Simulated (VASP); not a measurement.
# Bi (R-3m) in VASP: notebook

Bi is run at these levels: PBE; tasks: electric field gradients.

Program: VASP 6.6.1. These are calculated values, not measurements. Logs are shortened: lines on timing, memory, paths and dates and some standing lists are left out, and cuts for length are marked.

### 1 The cell of the first run

Symmetry: R-3m, No. 166, trigonal system. Conventional cell: a = 4.410 Å, b = 4.410 Å, c = 11.862 Å, α = 90.00°, β = 90.00°, γ = 120.00°. Bi (site symmetry 3m) has 6 Bi at 3.00 to 3.47 Å within 4.0 Å.

### 2 Electric field gradients, PBE (equal xx and yy strain of -3 %)

File INCAR:

```
PREC     = Accurate       # precision mode
ENCUT    = 520            # plane-wave cutoff, eV
EDIFF    = 1E-8           # SCF threshold, eV
ISMEAR   = -1             # smearing method
SIGMA    = 0.03           # smearing width, eV
LREAL    = False          # projectors in reciprocal space
LASPH    = True           # aspherical terms in the spheres
NELM     = 100            # most SCF steps
ALGO     = Normal         # electronic algorithm
ISIF     = 2              # what is computed and relaxed
LWAVE    = False          # write WAVECAR
LCHARG   = False          # write CHGCAR
GGA      = PE             # functional
LEFG     = True         
NBANDS   = 22             # bands
```

File KPOINTS:

```
Automatic mesh
0
Gamma
  11 11 11
```

File POSCAR:

```
Bi
1.0
    2.2048096880      1.2729474669      3.9540000000
   -2.2048096880      1.2729474669      3.9540000000
    0.0000000000     -2.5458949337      3.9540000000
Bi
2
Direct
    0.2338900000      0.2338900000      0.2338900000
    0.7661100000      0.7661100000      0.7661100000
```

Potentials or basis: VASP PAW PBE potentials, release 64 (Bi_d).

Command:

```bash
cat potpaw_PBE.64/Bi_d/POTCAR > POTCAR
mpirun -np 1 vasp_std > vasp.out
```

OUTCAR:

```text
PREC = Accurate
   ENCUT = 520
   EDIFF = 1E-8
   ISMEAR = -1
   LREAL = False
   LASPH = True
   NELM = 100
   ISIF = 2
   GGA = PE

 ion  position               nearest neighbor table
   1  0.234  0.234  0.234-   2 3.00   2 3.00   2 3.00   2 3.47   2 3.47   2 3.47
   2  0.766  0.766  0.766-   1 3.00   1 3.00   1 3.00   1 3.47   1 3.47   1 3.47

  LATTYP: Found a trigonal (rhomboedric) cell.
 ALAT       =     4.7027329303
 COS(alpha) =     0.5603859325

  Lattice vectors:

 A1 = (   2.2048096880,   1.2729474669,   3.9540000000)
 A2 = (  -2.2048096880,   1.2729474669,   3.9540000000)
 A3 = (   0.0000000000,  -2.5458949337,   3.9540000000)

Analysis of symmetry for initial positions (statically):
=====================================================================
 Subroutine PRICEL returns:
 Original cell was already a primitive cell.

 Routine SETGRP: Setting up the symmetry group for a
 trigonal (rhombohedral) supercell.

 Subroutine GETGRP returns: Found 12 space group operations
 (whereof 12 operations were pure point group operations)
 out of a pool of 12 trial point group operations.

The static configuration has the point symmetry D_3d.

Analysis of symmetry for dynamics (positions and initial velocities):
=====================================================================
 Subroutine PRICEL returns:
 Original cell was already a primitive cell.

 Routine SETGRP: Setting up the symmetry group for a
 trigonal (rhombohedral) supercell.

 Subroutine GETGRP returns: Found 12 space group operations
 (whereof 12 operations were pure point group operations)
 out of a pool of 12 trial point group operations.

The dynamic configuration has the point symmetry D_3d.

 Subroutine INISYM returns: Found 12 space group operations
 (whereof 12 operations are pure point group operations),
 and found     1 'primitive' translations

----------------------------------------------------------------------------------------

                                     Primitive cell

  volume of cell :      66.5839

  direct lattice vectors                    reciprocal lattice vectors
     2.204809688  1.272947467  3.954000000     0.226776943  0.130929729  0.084302816
    -2.204809688  1.272947467  3.954000000    -0.226776943  0.130929729  0.084302816
     0.000000000 -2.545894934  3.954000000     0.000000000 -0.261859458  0.084302816

  length of vectors
     4.702732930  4.702732930  4.702732930     0.275095148  0.275095148  0.275095148

  position of ions in fractional coordinates (direct lattice)
     0.233890000  0.233890000  0.233890000
     0.766110000  0.766110000  0.766110000

  ion indices of the primitive-cell ions
   primitive index   ion index
                 1           1
                 2           2

----------------------------------------------------------------------------------------

 KPOINTS: Automatic mesh

Automatic generation of k-mesh.
 Grid dimensions read from file:
 generate k-points for:   11   11   11

 Generating k-lattice:

  Cartesian coordinates                     Fractional coordinates (reciprocal lattice)
     0.020616086  0.011902703  0.007663892     0.090909091  0.000000000  0.000000000
    -0.020616086  0.011902703  0.007663892     0.000000000  0.090909091  0.000000000
     0.000000000 -0.023805405  0.007663892     0.000000000  0.000000000  0.090909091

  Length of vectors
     0.025008650  0.025008650  0.025008650

  Shift w.r.t. Gamma in fractional coordinates (k-lattice)
     0.000000000  0.000000000  0.000000000

 Subroutine IBZKPT returns following result:
 ===========================================

 Found    146 irreducible k-points:

 Following reciprocal coordinates:
            Coordinates               Weight
  0.000000  0.000000  0.000000      1.000000
  0.090909  0.000000  0.000000      6.000000
  0.181818 -0.000000  0.000000      6.000000
  0.272727 -0.000000  0.000000      6.000000
  0.363636  0.000000  0.000000      6.000000
  0.454545 -0.000000  0.000000      6.000000
[... 16 lines left out ...]
 -0.272727  0.181818 -0.000000     12.000000
 -0.181818  0.181818  0.000000      6.000000
 [... further k-points ...]
   k-points           NKPTS =    146   k-points in BZ     NKDIM =    146   number of bands    NBANDS=     22
   number of dos      NEDOS =    301   number of ions     NIONS =      2
   total plane-waves  NPLWV =  46656
   dimension x,y,z NGX =    36 NGY =   36 NGZ =   36
   dimension x,y,z NGXF=    72 NGYF=   72 NGZF=   72
   ions per type =               2
   NGX,Y,Z   is equivalent  to a cutoff of  12.73, 12.73, 12.73 a.u.
   NGXF,Y,Z  is equivalent  to a cutoff of  25.45, 25.45, 25.45 a.u.
 SYSTEM =  unknown system
   PREC   = accura    normal or accurate (medium, high low for compatibility)
   ISTART =      0    job   : 0-new  1-cont  2-samecut
   ICHARG =      2    charge: 1-file 2-atom 10-const
   ISPIN  =      1    spin polarized calculation?
   LNONCOLLINEAR =      F non collinear calculations
   LSORBIT =      F    spin-orbit coupling
   LASPH  =      T    aspherical Exc in radial PAW
   ENCUT  =  520.0 eV  38.22 Ry    6.18 a.u.   8.74  8.74  8.74*2*pi/ulx,y,z
   NELM   =    100;   NELMIN=  2; NELMDL= -5     # of ELM steps
   EDIFF  = 0.1E-07   stopping-criterion for ELM
   LREAL  =      F    real-space projection
   EDIFFG = 0.1E-06   stopping-criterion for IOM
   NSW    =      0    number of steps for IOM
   IBRION =     -1    ionic relax: 0-MD 1-quasi-New 2-CG
   NFREE  =      0    steps in history (QN), initial steepest desc. (CG)
   ISIF   =      2    stress and relaxation
   ISYM   =      2    0-nonsym 1-usesym 2-fastsym
   POTIM  = 0.5000    time-step for ionic-motion
   TEBEG  =    0.0;   TEEND  =   0.0 temperature during run
   PSTRESS=    0.0 pullay stress
   NELECT =      30.0000    total number of electrons
   NUPDOWN=      -1.0000    fix difference up-down
   EMIN   =  10.00;   EMAX   =-10.00  energy-range for DOS
   EFERMI =   0.00;   METHOD = LEGACY
   ISMEAR =    -1;   SIGMA  =   0.03  broadening in eV -4-tet -1-fermi 0-gaus
   EFERMI_NEDOS =   21; number of points for ismear=-14 and -15
   IALGO  =     38    algorithm
   IMIX   =      4    mixing-type and parameters
     AMIX     =   0.40;   BMIX     =  1.00
     AMIX_MAG =   1.60;   BMIX_MAG =  1.00
  volume/ion in A,a.u.               =      33.29       224.67
  Fermi-wavevector in a.u.,A,eV,Ry     =   1.255043  2.371688 21.430999  1.575134
  Thomas-Fermi vector in A             =   2.388819
   LORBIT       =      0    0 simple, 1 ext, 2 COOP (PROOUT), +10 PAW based schemes
   GGA     = PE    functional components
   LHFCALC =     F    Hartree Fock is set to
   AEXX    =    0.0000 exact exchange contribution
   IVDW    =     0    specifies the selected vdW correction
   LEPSILON=     F    determine dielectric tensor
   LRPA    =     F    only Hartree local field effects (RPA)
 non-spin polarized calculation
  energy-cutoff  :      520.00
  volume of cell :       66.58
 maximum number of plane-waves:      1820
   NGX = 17   NGY = 17   NGZ = 17

 number of electron      30.0000003 magnetization

 Free energy of the ion-electron system (eV)
  ---------------------------------------------------
  ext. energy  EPLUGINS =         0.00000000
  ---------------------------------------------------
  free energy    TOTEN  =        -7.66248066 eV

  energy without entropy =       -7.66199682  energy(sigma->0) =       -7.66223874

 E-fermi :   7.0685     XC(G=0):  -9.7842

 val. band max:        7.0241551061   @ k =   0.2727   0.2727   0.1818
 cond. band min:       7.0942807145   @ k =   0.3636   0.1818   0.1818
 fundamental gap:      0.0701256084
 Fermi energy:         7.0685118009

 k-point     1 :       0.0000    0.0000    0.0000
  band No.  band energies     occupation
      1     -16.0392      2.00000
      2     -16.0392      2.00000
      3     -15.8579      2.00000
      4     -15.8579      2.00000
      5     -15.8444      2.00000
      6     -15.6331      2.00000
[... 14 lines left out ...]
     21      12.9482      0.00000
     22      13.2896      0.00000

 k-point     2 :       0.0909    0.0000    0.0000
  band No.  band energies     occupation
      1     -16.0322      2.00000
      2     -16.0300      2.00000
      3     -15.8549      2.00000
      4     -15.8523      2.00000
      5     -15.8395      2.00000
      6     -15.6374      2.00000
[... 14 lines left out ...]
     21      13.0248      0.00000
     22      14.0416      0.00000

 k-point     3 :       0.1818   -0.0000    0.0000
  band No.  band energies     occupation
      1     -16.0123      2.00000
      2     -16.0032      2.00000
      3     -15.8475      2.00000
      4     -15.8360      2.00000
      5     -15.8244      2.00000
      6     -15.6518      2.00000
[... 14 lines left out ...]
     21      13.4057      0.00000
     22      15.5341      0.00000

 k-point     4 :       0.2727   -0.0000    0.0000
  band No.  band energies     occupation
      1     -15.9832      2.00000
      2     -15.9609      2.00000
      3     -15.8380      2.00000
      4     -15.8112      2.00000
      5     -15.7997      2.00000
      6     -15.6775      2.00000
[... 14 lines left out ...]
     21      14.1466      0.00000
     22      17.2057      0.00000

 k-point     5 :       0.3636    0.0000    0.0000
  band No.  band energies     occupation
      1     -15.9518      2.00000
      2     -15.9072      2.00000
      3     -15.8286      2.00000
      4     -15.7812      2.00000
      5     -15.7700      2.00000
      6     -15.7124      2.00000
[... 417 lines left out ...]
 k-point    22 :      -0.3636    0.1818    0.0000
  band No.  band energies     occupation
      1     -15.9636      2.00000
      2     -15.8203      2.00000
      3     -15.8064      2.00000
      4     -15.7992      2.00000
      5     -15.7616      2.00000
      6     -15.7279      2.00000
[... 14 lines left out ...]
     21      15.1861      0.00000
     22      17.3019      0.00000

 k-point    23 :      -0.2727    0.1818   -0.0000
  band No.  band energies     occupation
      1     -15.9836      2.00000
      2     -15.8633      2.00000
      3     -15.8231      2.00000
      4     -15.8020      2.00000
      5     -15.7476      2.00000
      6     -15.7343      2.00000
[... 14 lines left out ...]
     21      16.1159      0.00000
     22      16.9831      0.00000

 k-point    24 :      -0.1818    0.1818    0.0000
  band No.  band energies     occupation
      1     -16.0021      2.00000
      2     -15.9184      2.00000
      3     -15.8337      2.00000
      4     -15.8220      2.00000
      5     -15.7695      2.00000
      6     -15.7063      2.00000
[... 14 lines left out ...]
     21      15.2518      0.00000
     22      15.8412      0.00000

 [... further k-points ...]
[... 5 lines left out ...]
  --------------------------------------------------------------------------------------
  -------------------------------------------------------------------------------------
  Total        2.4514353      2.4514353      1.9129855      0.0000000      0.0000000      0.0000000
  in kB       58.9877057     58.9877057     46.0312496      0.0000000      0.0000000      0.0000000
  external PRESSURE =      54.6688870 kB  Pullay stress =       0.0000000 kB

 VOLUME and BASIS-vectors are now :
 -----------------------------------------------------------------------------
  energy-cutoff  :      520.00
  volume of cell :       66.58
      direct lattice vectors                 reciprocal lattice vectors
     2.204809688  1.272947467  3.954000000     0.226776943  0.130929729  0.084302816
    -2.204809688  1.272947467  3.954000000    -0.226776943  0.130929729  0.084302816
     0.000000000 -2.545894934  3.954000000     0.000000000 -0.261859458  0.084302816

 POSITION                                       TOTAL-FORCE (eV/Angst)
 -----------------------------------------------------------------------------------
      0.00000      0.00000      2.77440         0.000000      0.000000      0.480589
      0.00000      0.00000      9.08760         0.000000     -0.000000     -0.480589
 -----------------------------------------------------------------------------------
    total drift:                                0.000000     -0.000000      0.000000

  FREE ENERGIE OF THE ION-ELECTRON SYSTEM (eV)
  ---------------------------------------------------
  free  energy   TOTEN  =        -7.6624806567 eV

  energy  without entropy=       -7.6619968232  energy(sigma->0) =       -7.66223874

 Electric field gradients (V/A^2)
---------------------------------------------------------------------
 ion       V_xx      V_yy      V_zz      V_xy      V_xz      V_yz
---------------------------------------------------------------------
   1       5.987     5.987   -11.973     0.000     0.000    -0.000
   2       5.987     5.987   -11.973     0.000    -0.000    -0.000
---------------------------------------------------------------------

 Electric field gradients after diagonalization (V/A^2)
 (convention: |V_zz| > |V_xx| > |V_yy|)
----------------------------------------------------------------------
 ion       V_xx      V_yy      V_zz     asymmetry (V_yy - V_xx)/ V_zz
----------------------------------------------------------------------
   1       5.987     5.987   -11.973       0.000
   2       5.987     5.987   -11.973       0.000
----------------------------------------------------------------------

           NMR quadrupolar parameters

 Cq : quadrupolar parameter    Cq=e*Q*V_zz/h
 eta: asymmetry parameters     (V_yy - V_xx)/ V_zz
 Q  : nuclear electric quadrupole moment in mb (millibarn)
----------------------------------------------------------------------
 ion       Cq(MHz)       eta       Q (mb)
----------------------------------------------------------------------
   1      -0.029       0.000       1.000
   2      -0.029       0.000       1.000
----------------------------------------------------------------------
```

Run time: 81 s. Hardware: 1 thread of Intel Xeon 6975P-C (Granite Rapids), shared host; peak memory 0.31 GiB.

What came out:

| Quantity | Value |
| --- | --- |
| Free energy | -7.6625 eV |
| Pressure | 5.5 GPa |
| Largest force | 0.481 eV/Å |
| Band gap on the k mesh | zero (bands 15 and 16 overlap by 0.18 eV) |
| Largest electric field gradient by atom | Bi -12.0 V/Å² |

Forces on the atoms (eV/Å):
```
Bi   0.000  0.000  0.481
Bi   0.000  0.000 -0.481
```

Stress tensor (GPa, compression positive):
```
5.90 0.00 0.00
0.00 5.90 0.00
0.00 0.00 4.60
```

Levels at points of the mesh, in eV from the Fermi level:
```tsv
k point	band 12	band 13	band 14	band 15	band 16	band 17	band 18	band 19
(0.00, 0.00, 0.00)	-7.31	-1.87	-1.24	-1.24	2.49	3.00	3.00	5.56
```

Electric field gradients, principal values (V/Å²):
```csv
atom,least,middle,greatest (by size)
1 Bi,5.987,5.987,-11.973
2 Bi,5.987,5.987,-11.973
```

Caveat: the cell differs from its parent crystal (equal xx and yy strain of -3 %); the cell stands under pressure; without QUAD_EFG the Cq values of the log hold for a quadrupole moment of 1 mb, not for the nuclei; spin-orbit coupling is left out, which moves the levels of the heavy elements.

[end of part 1 of 2]
